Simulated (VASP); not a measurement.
# B3N2Cl (P6/mmm) in VASP: a series of runs, part 2 of 2

VASP 6.6.1.

### Step 3. Single point, PBE, collinear spin, ferromagnetic start

This run uses another cell than the first one, of 16.45 Å³/atom.

File INCAR:

```
SYSTEM = B3N2Cl
ALGO = Normal
EDIFF = 1E-6
ENCUT = 520
GGA = PE
ISIF = 2
ISMEAR = 0
ISPIN = 2
LASPH = .TRUE.
LCHARG = .TRUE.
LELF = .TRUE.
LORBIT = 11
LREAL = .FALSE.
LVHAR = .TRUE.
LWAVE = .FALSE.
MAGMOM = 0 0 0 1 1 0
NBANDS = 26
NELM = 150
PREC = Accurate
SIGMA = 0.1
```

File KPOINTS:

```
k-points
0
G
  6 6 4
  0 0 0
```

File POSCAR:

```
B3N2Cl
1.0
    4.2221922690     -0.0000000030      0.0000000000
   -2.1110961319      3.6565257661      0.0000000000
    0.0000000000      0.0000000000      6.3921668420
B N Cl
3 2 1
Direct
    0.0000000000      0.0000000000      0.7634288747
    0.0000000000      0.0000000000      0.2365711253
    0.0000000000      0.0000000000      0.0000000000
    0.3333333333      0.6666666667      0.5000000000
    0.6666666667      0.3333333333      0.5000000000
    0.0000000000      0.0000000000      0.5000000000
```

Potentials or basis: VASP PAW PBE potentials, release 64 (B, N, Cl).

On the command line:

```
cat potpaw_PBE.64/B/POTCAR potpaw_PBE.64/N/POTCAR potpaw_PBE.64/Cl/POTCAR > POTCAR
mpirun -np 1 vasp_std > vasp.out
```

OUTCAR:

```text
SYSTEM = B3N2Cl
   EDIFF = 1E-6
   ENCUT = 520
   GGA = PE
   ISIF = 2
   ISMEAR = 0
   ISPIN = 2
   LASPH = .TRUE.
   LORBIT = 11
   LREAL = .FALSE.
   NELM = 150
   PREC = Accurate

 ion  position               nearest neighbor table
   1  0.000  0.000  0.763-   3 1.51   6 1.68
   2  0.000  0.000  0.237-   3 1.51   6 1.68
   3  0.000  0.000  0.000-   1 1.51   2 1.51
   4  0.333  0.667  0.500-
   5  0.667  0.333  0.500-
   6  0.000  0.000  0.500-   1 1.68   2 1.68

  LATTYP: Found a hexagonal cell.
 ALAT       =     4.2221922690
 C/A-ratio  =     1.5139449923

  Lattice vectors:

 A1 = (   4.2221922690,  -0.0000000030,   0.0000000000)
 A2 = (  -2.1110961319,   3.6565257661,   0.0000000000)
 A3 = (   0.0000000000,   0.0000000000,   6.3921668420)

Analysis of symmetry for initial positions (statically):
=====================================================================
 Subroutine PRICEL returns:
 Original cell was already a primitive cell.

 Routine SETGRP: Setting up the symmetry group for a
[... 1382 lines left out ...]
  Total        0.1289396      0.1289396     -0.1529127      0.0000000      0.0000000     -0.0000000
  in kB        2.0933518      2.0933518     -2.4825587      0.0000000      0.0000000     -0.0000000
  external PRESSURE =       0.5680483 kB  Pullay stress =       0.0000000 kB

 VOLUME and BASIS-vectors are now :
 -----------------------------------------------------------------------------
  energy-cutoff  :      520.00
  volume of cell :       98.69
      direct lattice vectors                 reciprocal lattice vectors
     4.222192269 -0.000000003  0.000000000     0.236843786  0.136741823  0.000000000
    -2.111096132  3.656525766  0.000000000     0.000000000  0.273483647  0.000000000
     0.000000000  0.000000000  6.392166842     0.000000000  0.000000000  0.156441474

 POSITION                                       TOTAL-FORCE (eV/Angst)
 -----------------------------------------------------------------------------------
      0.00000      0.00000      4.87996         0.000000     -0.000000      0.005161
      0.00000      0.00000      1.51220        -0.000000     -0.000000     -0.005161
      0.00000      0.00000      0.00000         0.000000     -0.000000      0.000000
      0.00000      2.43768      3.19608        -0.000000     -0.000000     -0.000000
      2.11110      1.21884      3.19608         0.000000      0.000000      0.000000
      0.00000      0.00000      3.19608         0.000000     -0.000000      0.000000
 -----------------------------------------------------------------------------------
    total drift:                                0.000000     -0.000000     -0.000000

  FREE ENERGIE OF THE ION-ELECTRON SYSTEM (eV)
  ---------------------------------------------------
  free  energy   TOTEN  =       -20.5845760484 eV

  energy  without entropy=      -20.5715734122  energy(sigma->0) =      -20.57807473

 total charge

# of ion       s       p       d       tot
------------------------------------------
    1        0.759   1.090   0.000   1.849
    2        0.759   1.090   0.000   1.849
    3        0.752   1.198   0.000   1.949
    4        1.384   1.938   0.000   3.322
    5        1.384   1.938   0.000   3.322
    6        1.560   3.517   0.000   5.078
--------------------------------------------------
tot          6.597  10.771   0.000  17.367

 magnetization (x)

# of ion       s       p       d       tot
------------------------------------------
    1       -0.005   0.025   0.000   0.020
    2       -0.005   0.025   0.000   0.020
    3        0.013   0.198   0.000   0.211
    4        0.020   0.778   0.000   0.798
    5        0.020   0.778   0.000   0.798
    6        0.003   0.062   0.000   0.065
--------------------------------------------------
tot          0.047   1.866   0.000   1.913
```

OSZICAR:

```text
N       E                     dE             d eps       ncg     rms          rms(c)
DAV:   1     0.103029357971E+03    0.10303E+03   -0.11507E+04  2184   0.872E+02
DAV:   2    -0.153028867045E+02   -0.11833E+03   -0.11133E+03  2946   0.176E+02
DAV:   3    -0.237937313841E+02   -0.84908E+01   -0.82709E+01  2578   0.448E+01
DAV:   4    -0.239014518372E+02   -0.10772E+00   -0.10762E+00  2592   0.569E+00
DAV:   5    -0.239034666365E+02   -0.20148E-02   -0.20147E-02  2594   0.745E-01    0.124E+01
DAV:   6    -0.219295145481E+02    0.19740E+01   -0.28288E+01  2348   0.150E+01    0.108E+01
DAV:   7    -0.211631074247E+02    0.76641E+00   -0.27069E+01  2554   0.871E+00    0.663E+00
DAV:   8    -0.205520719322E+02    0.61104E+00   -0.18129E+00  2504   0.438E+00    0.366E+00
DAV:   9    -0.205883606233E+02   -0.36289E-01   -0.44081E-01  2424   0.272E+00    0.206E+00
DAV:  10    -0.205829847072E+02    0.53759E-02   -0.10291E-01  2542   0.131E+00    0.581E-01
DAV:  11    -0.205839020933E+02   -0.91739E-03   -0.18857E-02  2292   0.579E-01    0.310E-01
DAV:  12    -0.205844487880E+02   -0.54669E-03   -0.10419E-03  2412   0.189E-01    0.125E-01
DAV:  13    -0.205845276849E+02   -0.78897E-04   -0.44462E-04  2322   0.996E-02    0.380E-02
DAV:  14    -0.205845680450E+02   -0.40360E-04   -0.56566E-05  2352   0.399E-02    0.142E-02
DAV:  15    -0.205845724230E+02   -0.43780E-05   -0.51673E-06  2406   0.121E-02    0.696E-03
DAV:  16    -0.205845753467E+02   -0.29237E-05   -0.26419E-06  2194   0.773E-03    0.285E-03
DAV:  17    -0.205845760484E+02   -0.70174E-06   -0.62731E-07  1768   0.376E-03
   1 F= -.20584576E+02 E0= -.20578075E+02  d E =-.130026E-01  mag=     2.7928
```

stdout:

```text
POSCAR found type information on POSCAR B N Cl
 POSCAR found :  3 types and       6 ions
 scaLAPACK will be used
 LDA part: xc-table for (Slater+PW92), standard interpolation
 POSCAR, INCAR and KPOINTS ok, starting setup
 FFT: planning ... GRIDC
 FFT: planning ... GRID_SOFT
 FFT: planning ... GRID
 WAVECAR not read
 entering main loop
```

Run time: 73 s. Hardware: 1 thread of AMD EPYC 9R45 (Zen 5), shared host; peak memory 0.25 GiB.

Results:

| Item | Value |
| --- | --- |
| Free energy | -20.5846 eV |
| Pressure | 0.1 GPa |
| Largest force | 0.005 eV/Å |
| Net moment | 2.79 μB per cell |
| Site moments | B +0.02, +0.21 (each value once); N +0.80; Cl +0.07 μB |
| Valence electrons inside the program's atomic spheres | B 1.85, 1.95 (each value once); N 3.32; Cl 5.08 |

Forces in eV/Å, atoms in the order of the input:
```
B    0.000  0.000  0.005
B    0.000  0.000 -0.005
B    0.000  0.000  0.000
N    0.000  0.000  0.000
N    0.000  0.000  0.000
Cl   0.000  0.000  0.000
```

Levels at points of the mesh, in eV from the Fermi level:
Spin up:
| k point | band 10 | band 11 | band 12 | band 13 | band 14 | band 15 | band 16 | band 17 | band 18 | band 19 |
| --- | --- | --- | --- | --- | --- | --- | --- | --- | --- | --- |
| (0.00, 0.00, 0.00) | -3.48 | -2.42 | -0.91 | 0.18 | 0.18 | 1.07 | 1.07 | 1.18 | 1.75 | 1.75 |
| (0.50, 0.00, 0.00) | -2.08 | -1.59 | -1.02 | -0.95 | 0.15 | 0.18 | 0.21 | 0.78 | 1.58 | 1.62 |
| (0.00, 0.00, 0.50) | -3.48 | -2.48 | -0.91 | -0.74 | -0.74 | 1.55 | 1.55 | 1.83 | 3.72 | 3.72 |
| (0.50, 0.00, 0.50) | -2.08 | -1.61 | -1.03 | -0.78 | -0.62 | 0.14 | 0.15 | 2.20 | 2.46 | 3.42 |
Spin down:
```
           k point  band 10  band 11  band 12  band 13  band 14  band 15
(0.00, 0.00, 0.00)    -2.42    -0.46     0.70     0.70     1.09     1.09
(0.50, 0.00, 0.00)    -0.95    -0.55    -0.09     0.62     0.78     0.81
(0.00, 0.00, 0.50)    -2.42    -0.53    -0.44    -0.44     1.53     1.88
(0.50, 0.00, 0.50)    -0.94    -0.73     0.17     0.59     0.87     1.46
```

### Step 4. Relaxation of cell and atoms, PBE, collinear spin, ferromagnetic start

File INCAR:

```
SYSTEM = B3N2Cl
PREC     = Accurate       ! precision mode
ENCUT    = 600            ! plane-wave cutoff, eV
EDIFF    = 1E-6           ! SCF threshold, eV
ISMEAR   = 0              ! smearing method
SIGMA    = 0.1            ! smearing width, eV
LREAL    = .False.        ! projectors in reciprocal space
LASPH    = .True.         ! aspherical terms in the spheres
NELM     = 150            ! most SCF steps
ALGO     = Normal         ! electronic algorithm
ISIF     = 3              ! what is computed and relaxed
LWAVE    = .False.        ! write WAVECAR
LCHARG   = .False.        ! write CHGCAR
ISPIN    = 2              ! spin polarisation
MAGMOM   = 0 0 0 1 1 0    ! initial moments
LORBIT   = 11             ! projections on sites
GGA      = PE             ! functional
IBRION   = 2              ! ionic algorithm
NSW      = 90             ! ionic steps
EDIFFG   = -0.04          ! ionic threshold
```

File KPOINTS:

```
Automatic mesh
0
Gamma
  6 6 4
  0 0 0
```

File POSCAR:

```
B3N2Cl
1.0
    4.0224454100      0.0000000000      0.0000000000
   -2.0112227000      3.4835399100      0.0000000000
    0.0000000000      0.0000000000      5.9615127500
B N Cl
3 2 1
Direct
    0.0000000000      0.0000000000      0.7849229400
    0.0000000000      0.0000000000      0.2150770600
    0.0000000000      0.0000000000      0.0000000000
    0.3333333300      0.6666666700      0.5000000000
    0.6666666700      0.3333333300      0.5000000000
    0.0000000000      0.0000000000      0.5000000000
```

On the command line:

```
cat potpaw_PBE.64/B/POTCAR potpaw_PBE.64/N/POTCAR potpaw_PBE.64/Cl/POTCAR > POTCAR
mpirun -np 1 vasp_std > vasp.out
```

It took 17 min on 1 thread of AMD EPYC 9R45 (Zen 5), shared host; peak memory 0.26 GiB.

The run converged. Its results:

- Free energy: -20.4061 eV
- Relaxed volume: 14.61 Å³/atom
- Relaxed cell: a = 3.960 Å, b = 3.960 Å, c = 6.456 Å, α = 90.00°, β = 90.00°, γ = 120.00°
- Space group after relaxing (to 0.1 Å): P6/mmm (No. 191)
- Pressure after relaxing: 0.1 GPa
- Largest force after relaxing: 0.030 eV/Å
- Band gap on the k mesh: zero (filled and empty bands overlap)
- Net moment: 0.00 μB per cell
- Valence electrons inside the program's atomic spheres: B 1.81, 1.94 (each value once); N 3.35; Cl 5.00

Forces in eV/Å, atoms in the order of the input:
```
B    0.000  0.000  0.030
B    0.000  0.000 -0.030
B    0.000  0.000  0.000
N    0.000  0.000  0.000
N    0.000  0.000  0.000
Cl   0.000  0.000  0.000
```

Stress tensor (GPa, compression positive):
```
0.03 0.00 0.00
0.00 0.03 0.00
0.00 0.00 0.33
```

Final structure:
```xyz
6
Lattice="3.9602 0.0000 0.0000 -1.9801 3.4296 0.0000 0.0000 0.0000 6.4556" Properties=species:S:1:pos:R:3 pbc="T T T"
B     3.9602    0.0000    4.9425
B     0.0000    0.0000    1.5131
B     1.9801    3.4296    6.4556
N     0.0000    2.2864    3.2278
N     1.9801    1.1432    3.2278
Cl    1.9801    3.4296    3.2278
```

Levels at points of the mesh, in eV from the Fermi level:
Spin up:
```tsv
k point	band 9	band 10	band 11	band 12	band 13	band 14	band 15	band 16	band 17	band 18
(0.00, 0.00, 0.00)	-3.99	-3.99	-1.78	0.30	0.63	0.63	0.65	1.29	1.29	3.14
(0.50, 0.00, 0.00)	-3.05	-1.88	-1.09	-0.74	-0.36	0.69	0.72	0.87	1.37	2.23
(0.00, 0.00, 0.50)	-3.99	-3.99	-1.85	-0.30	-0.30	0.30	1.34	2.72	2.72	4.02
(0.50, 0.00, 0.50)	-3.48	-1.85	-0.76	-0.71	-0.14	-0.06	0.69	0.91	1.97	2.09
```
Spin down:
```csv
k point,band 9,band 10,band 11,band 12,band 13,band 14,band 15,band 16,band 17,band 18
"(0.00, 0.00, 0.00)",-3.99,-3.99,-1.78,0.30,0.63,0.63,0.65,1.29,1.29,3.15
"(0.50, 0.00, 0.00)",-3.05,-1.88,-1.09,-0.74,-0.36,0.70,0.72,0.87,1.37,2.23
"(0.00, 0.00, 0.50)",-3.99,-3.99,-1.85,-0.30,-0.30,0.30,1.34,2.72,2.72,4.02
"(0.50, 0.00, 0.50)",-3.48,-1.85,-0.76,-0.71,-0.14,-0.05,0.70,0.91,2.09,3.41
```

### Step 5. The runs side by side

| task | cell | cutoff (eV) | gap on the mesh (eV) | pressure (GPa) | moment (μB) | largest force (eV/Å) |
| --- | --- | --- | --- | --- | --- | --- |
| single point | a = 4.022, b = 4.022, c = 5.962 Å, angles 90.0, 90.0, 120.0°, 6 atoms, atomic positions A | 520 | none | 23.5 | 2.23 | 11.75 |
| single point | a = 4.222, b = 4.222, c = 6.392 Å, angles 90.0, 90.0, 120.0°, 6 atoms, atomic positions B | 520 | none | 0.1 | 2.79 | 0.01 |
| relaxation of cell and atoms | relaxed from a = 4.022, b = 4.022, c = 5.962 Å, angles 90.0, 90.0, 120.0°, 6 atoms, atomic positions A | 600 | none | 0.1 | 0.00 | 0.03 |

Alike in all rows: level PBE; potentials or basis VASP PAW PBE potentials, release 64 (B, N, Cl); spin collinear, ferromagnetic start; k mesh 6 × 6 × 4; smearing gaussian 0.1 eV.

Caveats: the stress differs along the axes, from 3 to 65 GPa (at least some runs); forces of over 1 eV/Å act on the atoms, so gaps and moduli don't describe the material at rest (at least some runs).

Total energies depend on the potentials used, so only differences within one code and one set of settings carry meaning.
